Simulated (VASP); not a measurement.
Here is a VASP 6.6.1 calculation.

INCAR

```
PREC = Accurate
ENCUT = 520
EDIFF = 1E-6
ISMEAR = -1
SIGMA = 0.02
LREAL = F
LASPH = T
NELM = 100
ALGO = Normal
ISIF = 2
LWAVE = F
LCHARG = F
GGA = PE
NBANDS = 14
```

The input KPOINTS:

```
regular mesh
0
Gamma
  8 8 8
```

File POSCAR:

```
NaF
1.0
    0.0000000000      2.2858943317      2.2858943317
    2.2858943317      0.0000000000      2.2858943317
    2.2858943317      2.2858943317      0.0000000000
Na F
1 1
Direct
   -0.0715166479      0.0567613726      0.0570374134
    1.3215166852      0.4432385548      0.4429625140
```

Potentials or basis: VASP PAW PBE potentials, release 64 (Na_pv, F).

Command:

```bash
$ cat potpaw_PBE.64/Na_pv/POTCAR potpaw_PBE.64/F/POTCAR > POTCAR
$ mpirun -np 1 vasp_std > vasp.out
```

(1) Predict the band gap on the k mesh.

(2) Predict the largest force.

(3) Predict the pressure.

Answers

(1) 6.27 eV, direct.

(2) 1.514 eV/Å.

(3) 26.1 GPa.

Caveat: forces of over 1 eV/Å act on the atoms, so gaps and moduli don't describe the material at rest.
